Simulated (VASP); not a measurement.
# PrScO (Immm) in VASP: single point with PBE

Aim: the single point of PrScO with PBE.

All numbers are computed with VASP 6.6.1; they aren't measurements. Logs are shortened: lines on timing, memory, paths and dates and some standing lists are left out, and cuts for length are marked.

### 1 The cell of the first run

Symmetry: Immm, No. 71, orthorhombic system. The conventional cell has a = 4.011 Å, b = 5.163 Å, c = 7.351 Å, α = 90.00°, β = 90.00°, γ = 90.00°. Within 3.4 Å of Pr (site symmetry mmm) lie 2 O at 2.58 Å and 4 Sc at 3.27 Å. Within 2.7 Å of Sc (site symmetry mmm) lie 2 O at 2.01 Å. O (site symmetry mmm) has 2 Sc at 2.01 Å and 2 Pr at 2.58 Å within 2.7 Å.

The cell was generated, and may not be a known phase.

### 2 Single point, PBE

File INCAR:

```
SYSTEM = PrScO
PREC = Accurate ; ENCUT = 600
EDIFF = 1E-6 ; ISMEAR = 0
SIGMA = 0.2 ; LREAL = .False.
LASPH = .True. ; NELM = 200
ALGO = Normal ; ISIF = 2
LWAVE = .False. ; LCHARG = .True.
GGA = PE ; LELF = .True.
LVHAR = .True. ; NBANDS = 21
GGA_COMPAT = .False. ; LMAXMIX = 6
```

File KPOINTS:

```
Automatic mesh
0
Gamma
  6 6 6
  0 0 0
```

File POSCAR:

```
PrScO
1.0
   -2.0056400940      3.6753935761      2.5813570178
    2.0056400940     -3.6753935761      2.5813570178
    2.0056400940      3.6753935761     -2.5813570178
Pr Sc O
1 1 1
Direct
    0.5000000000      0.5000000000      0.0000000000
    0.0000000000      0.5000000000      0.5000000000
    0.0000000000      0.0000000000      0.0000000000
```

Potentials or basis: VASP PAW PBE potentials, release 64 (Pr_3, Sc_sv, O), 4f in core.

Started as:

```console
$ cat potpaw_PBE.64/Pr_3/POTCAR potpaw_PBE.64/Sc_sv/POTCAR potpaw_PBE.64/O/POTCAR > POTCAR
$ mpirun -np 1 vasp_std > vasp.out
```

OUTCAR:

```text
SYSTEM = PrScO
   PREC = Accurate
   ENCUT = 600
   EDIFF = 1E-6
   ISMEAR = 0
   LREAL = .False.
   LASPH = .True.
   NELM = 200
   ISIF = 2
   GGA = PE

 ion  position               nearest neighbor table
   1  0.500  0.500  0.000-   3 2.58   3 2.58   2 3.27   2 3.27   2 3.27   2 3.27   2 3.68   2 3.68

   2  0.000  0.500  0.500-   3 2.01   3 2.01   1 3.27   1 3.27   1 3.27   1 3.27   1 3.68   1 3.68

   3  0.000  0.000  0.000-   2 2.01   2 2.01   1 2.58   1 2.58

  LATTYP: Found a body centered orthorhombic cell.
 ALAT       =     4.0112801880
 B/A-ratio  =     1.2870489703
 C/A-ratio  =     1.8325289702

  Lattice vectors:

 A1 = (   2.0056400940,  -3.6753935761,  -2.5813570178)
 A2 = (  -2.0056400940,  -3.6753935761,   2.5813570178)
 A3 = (  -2.0056400940,   3.6753935761,  -2.5813570178)

Analysis of symmetry for initial positions (statically):
=====================================================================
 Subroutine PRICEL returns:
 Original cell was already a primitive cell.

 Routine SETGRP: Setting up the symmetry group for a
 body centered orthorhombic supercell.

 Subroutine GETGRP returns: Found  8 space group operations
 (whereof  8 operations were pure point group operations)
 out of a pool of  8 trial point group operations.

The static configuration has the point symmetry D_2h.

Analysis of symmetry for dynamics (positions and initial velocities):
=====================================================================
 Subroutine PRICEL returns:
 Original cell was already a primitive cell.

 Routine SETGRP: Setting up the symmetry group for a
 body centered orthorhombic supercell.

 Subroutine GETGRP returns: Found  8 space group operations
 (whereof  8 operations were pure point group operations)
 out of a pool of  8 trial point group operations.

The dynamic configuration has the point symmetry D_2h.

 Subroutine INISYM returns: Found  8 space group operations
 (whereof  8 operations are pure point group operations),
 and found     1 'primitive' translations

----------------------------------------------------------------------------------------

                                     Primitive cell

  volume of cell :      76.1141

  direct lattice vectors                    reciprocal lattice vectors
    -2.005640094  3.675393576  2.581357018     0.000000000  0.136039853  0.193696570
     2.005640094 -3.675393576  2.581357018     0.249296971  0.000000000  0.193696570
     2.005640094  3.675393576 -2.581357018     0.249296971  0.136039853  0.000000000

  length of vectors
     4.918791943  4.918791943  4.918791943     0.236696436  0.315701348  0.283999685

  position of ions in fractional coordinates (direct lattice)
     0.500000000  0.500000000  0.000000000
     0.000000000  0.500000000  0.500000000
     0.000000000  0.000000000  0.000000000

  ion indices of the primitive-cell ions
   primitive index   ion index
                 1           1
                 2           2
                 3           3

----------------------------------------------------------------------------------------

 KPOINTS: Automatic mesh

Automatic generation of k-mesh.
 Grid dimensions read from file:
 generate k-points for:    6    6    6

 Generating k-lattice:

  Cartesian coordinates                     Fractional coordinates (reciprocal lattice)
     0.000000000  0.022673309  0.032282762     0.166666667  0.000000000  0.000000000
     0.041549495  0.000000000  0.032282762     0.000000000  0.166666667  0.000000000
     0.041549495  0.022673309  0.000000000     0.000000000  0.000000000  0.166666667

  Length of vectors
     0.039449406  0.052616891  0.047333281

  Shift w.r.t. Gamma in fractional coordinates (k-lattice)
     0.000000000  0.000000000  0.000000000

 Subroutine IBZKPT returns following result:
 ===========================================

 Found     46 irreducible k-points:

 Following reciprocal coordinates:
            Coordinates               Weight
  0.000000  0.000000  0.000000      1.000000
  0.166667  0.000000 -0.000000      4.000000
  0.333333  0.000000  0.000000      4.000000
  0.500000  0.000000 -0.000000      2.000000
  0.000000  0.166667  0.000000      4.000000
  0.166667  0.166667 -0.000000      8.000000
[... 16 lines left out ...]
 -0.166667  0.166667  0.166667      2.000000
  0.166667  0.333333  0.166667      4.000000
 [... further k-points ...]
   k-points           NKPTS =     46   k-points in BZ     NKDIM =     46   number of bands    NBANDS=     21
   number of dos      NEDOS =    301   number of ions     NIONS =      3
   total plane-waves  NPLWV =  64000
   dimension x,y,z NGX =    40 NGY =   40 NGZ =   40
   dimension x,y,z NGXF=    80 NGYF=   80 NGZF=   80
   ions per type =               1   1   1
   NGX,Y,Z   is equivalent  to a cutoff of  13.52, 13.52, 13.52 a.u.
   NGXF,Y,Z  is equivalent  to a cutoff of  27.04, 27.04, 27.04 a.u.
 SYSTEM =  PrScO
   PREC   = accura    normal or accurate (medium, high low for compatibility)
   ISTART =      0    job   : 0-new  1-cont  2-samecut
   ICHARG =      2    charge: 1-file 2-atom 10-const
   ISPIN  =      1    spin polarized calculation?
   LNONCOLLINEAR =      F non collinear calculations
   LSORBIT =      F    spin-orbit coupling
   LASPH  =      T    aspherical Exc in radial PAW
   ENCUT  =  600.0 eV  44.10 Ry    6.64 a.u.   9.82  9.82  9.82*2*pi/ulx,y,z
   NELM   =    200;   NELMIN=  2; NELMDL= -5     # of ELM steps
   EDIFF  = 0.1E-05   stopping-criterion for ELM
   LREAL  =      F    real-space projection
   EDIFFG = 0.1E-04   stopping-criterion for IOM
   NSW    =      0    number of steps for IOM
   IBRION =     -1    ionic relax: 0-MD 1-quasi-New 2-CG
   NFREE  =      0    steps in history (QN), initial steepest desc. (CG)
   ISIF   =      2    stress and relaxation
   ISYM   =      2    0-nonsym 1-usesym 2-fastsym
   POTIM  = 0.5000    time-step for ionic-motion
   TEBEG  =    0.0;   TEEND  =   0.0 temperature during run
   PSTRESS=    0.0 pullay stress
   NELECT =      28.0000    total number of electrons
   NUPDOWN=      -1.0000    fix difference up-down
   EMIN   =  10.00;   EMAX   =-10.00  energy-range for DOS
   EFERMI =   0.00;   METHOD = LEGACY
   ISMEAR =     0;   SIGMA  =   0.20  broadening in eV -4-tet -1-fermi 0-gaus
   EFERMI_NEDOS =   21; number of points for ismear=-14 and -15
   IALGO  =     38    algorithm
   IMIX   =      4    mixing-type and parameters
     AMIX     =   0.40;   BMIX     =  1.00
     AMIX_MAG =   1.60;   BMIX_MAG =  1.00
  volume/ion in A,a.u.               =      25.37       171.21
  Fermi-wavevector in a.u.,A,eV,Ry     =   1.173021  2.216689 18.721328  1.375979
  Thomas-Fermi vector in A             =   2.309441
   LORBIT       =      0    0 simple, 1 ext, 2 COOP (PROOUT), +10 PAW based schemes
   GGA     = PE    functional components
   LHFCALC =     F    Hartree Fock is set to
   AEXX    =    0.0000 exact exchange contribution
   IVDW    =     0    specifies the selected vdW correction
   LEPSILON=     F    determine dielectric tensor
   LRPA    =     F    only Hartree local field effects (RPA)
 non-spin polarized calculation
 Gauss-broadening in eV      SIGMA  =   0.20
  energy-cutoff  :      600.00
  volume of cell :       76.11
 maximum number of plane-waves:      2559
   NGX = 19   NGY = 19   NGZ = 19

 number of electron      27.9999998 magnetization

 Free energy of the ion-electron system (eV)
  ---------------------------------------------------
  ext. energy  EPLUGINS =         0.00000000
  ---------------------------------------------------
  free energy    TOTEN  =       -19.96245849 eV

  energy without entropy =      -19.88154329  energy(sigma->0) =      -19.92200089

 E-fermi :   3.1630     XC(G=0):  -9.2495

 val. band max:        3.1592068775   @ k =  -0.1667   0.3333   0.0000
 cond. band min:       3.2011380579   @ k =  -0.1667   0.3333   0.1667
 fundamental gap:      0.0419311804
 Fermi energy:         3.1630321671

 k-point     1 :       0.0000    0.0000    0.0000
  band No.  band energies     occupation
      1     -46.4894      2.00000
      2     -33.5287      2.00000
      3     -25.2296      2.00000
      4     -25.1988      2.00000
      5     -25.1492      2.00000
      6     -15.8610      2.00000
[... 13 lines left out ...]
     20       6.8177      0.00000
     21       7.3528      0.00000

 k-point     2 :       0.1667    0.0000   -0.0000
  band No.  band energies     occupation
      1     -46.4894      2.00000
      2     -33.5283      2.00000
      3     -25.2301      2.00000
      4     -25.1968      2.00000
      5     -25.1491      2.00000
      6     -16.3246      2.00000
[... 13 lines left out ...]
     20       6.6744      0.00000
     21       6.9687      0.00000

 k-point     3 :       0.3333    0.0000    0.0000
  band No.  band energies     occupation
      1     -46.4892      2.00000
      2     -33.5274      2.00000
      3     -25.2311      2.00000
      4     -25.1929      2.00000
      5     -25.1489      2.00000
      6     -16.7145      2.00000
[... 13 lines left out ...]
     20       6.2320      0.00000
     21       6.5350      0.00000

 k-point     4 :       0.5000    0.0000   -0.0000
  band No.  band energies     occupation
      1     -46.4892      2.00000
      2     -33.5270      2.00000
      3     -25.2316      2.00000
      4     -25.1910      2.00000
      5     -25.1488      2.00000
      6     -16.8527      2.00000
[... 13 lines left out ...]
     20       5.6566      0.00000
     21       6.2964      0.00000

 k-point     5 :       0.0000    0.1667    0.0000
  band No.  band energies     occupation
      1     -46.4884      2.00000
      2     -33.5244      2.00000
      3     -25.2289      2.00000
      4     -25.2046      2.00000
      5     -25.1945      2.00000
      6     -16.1933      2.00000
[... 13 lines left out ...]
     20       6.7162      0.00000
     21       7.2314      0.00000
[... 382 lines left out ...]
     20       6.0482      0.00000
     21       6.6417      0.00000

 k-point    22 :       0.3333    0.1667    0.1667
  band No.  band energies     occupation
      1     -46.4864      2.00000
      2     -33.5134      2.00000
      3     -25.3184      2.00000
      4     -25.2276      2.00000
      5     -25.1931      2.00000
      6     -16.4444      2.00000
[... 13 lines left out ...]
     20       6.1621      0.00000
     21       6.5801      0.00000

 k-point    23 :      -0.1667    0.1667    0.1667
  band No.  band energies     occupation
      1     -46.4865      2.00000
      2     -33.5167      2.00000
      3     -25.3072      2.00000
      4     -25.2269      2.00000
      5     -25.1915      2.00000
      6     -15.6028      2.00000
[... 13 lines left out ...]
     20       6.5874      0.00000
     21       6.7790      0.00000

 k-point    24 :       0.1667    0.3333    0.1667
  band No.  band energies     occupation
      1     -46.4855      2.00000
      2     -33.5089      2.00000
      3     -25.3723      2.00000
      4     -25.2264      2.00000
      5     -25.1938      2.00000
      6     -16.3203      2.00000
[... 13 lines left out ...]
     20       6.5697      0.00000
     21       6.8903      0.00000

 [... further k-points ...]
[... 5 lines left out ...]
  --------------------------------------------------------------------------------------
  -------------------------------------------------------------------------------------
  Total        0.4383169      0.0154051     -0.0904860      0.0000000      0.0000000     -0.0000000
  in kB        9.2264350      0.3242724     -1.9047016      0.0000000      0.0000000     -0.0000000
  external PRESSURE =       2.5486686 kB  Pullay stress =       0.0000000 kB

 VOLUME and BASIS-vectors are now :
 -----------------------------------------------------------------------------
  energy-cutoff  :      600.00
  volume of cell :       76.11
      direct lattice vectors                 reciprocal lattice vectors
    -2.005640094  3.675393576  2.581357018     0.000000000  0.136039853  0.193696570
     2.005640094 -3.675393576  2.581357018     0.249296971  0.000000000  0.193696570
     2.005640094  3.675393576 -2.581357018     0.249296971  0.136039853  0.000000000

 POSITION                                       TOTAL-FORCE (eV/Angst)
 -----------------------------------------------------------------------------------
      0.00000      0.00000      2.58136        -0.000000      0.000000     -0.000000
      2.00564      0.00000      0.00000         0.000000     -0.000000      0.000000
      0.00000      0.00000      0.00000         0.000000     -0.000000      0.000000
 -----------------------------------------------------------------------------------
    total drift:                               -0.000000     -0.000000      0.000000

  FREE ENERGIE OF THE ION-ELECTRON SYSTEM (eV)
  ---------------------------------------------------
  free  energy   TOTEN  =       -19.9624584876 eV

  energy  without entropy=      -19.8815432929  energy(sigma->0) =      -19.92200089
```

It took 2.1 min on 1 thread of Intel Xeon Platinum 8259CL at 2.50GHz (Skylake/Cascade Lake), shared host; peak memory 0.3 GiB.

What came out:

* Free energy: -19.9625 eV
* Pressure: 0.3 GPa
* Band gap on the k mesh: zero (bands 14 and 15 overlap by 0.93 eV)

Caveat: spin-orbit coupling is left out, which moves the levels of the heavy elements; the 4f electrons are frozen in the core, so they carry no moment and show no levels; the run has no spin polarisation, though such a crystal can be magnetic. With open d or f shells a metallic result of PBE can be an artefact of self-interaction; +U or a hybrid may open a gap.

The gap in the log of VASP goes by the Fermi energy; the results here count the filled bands.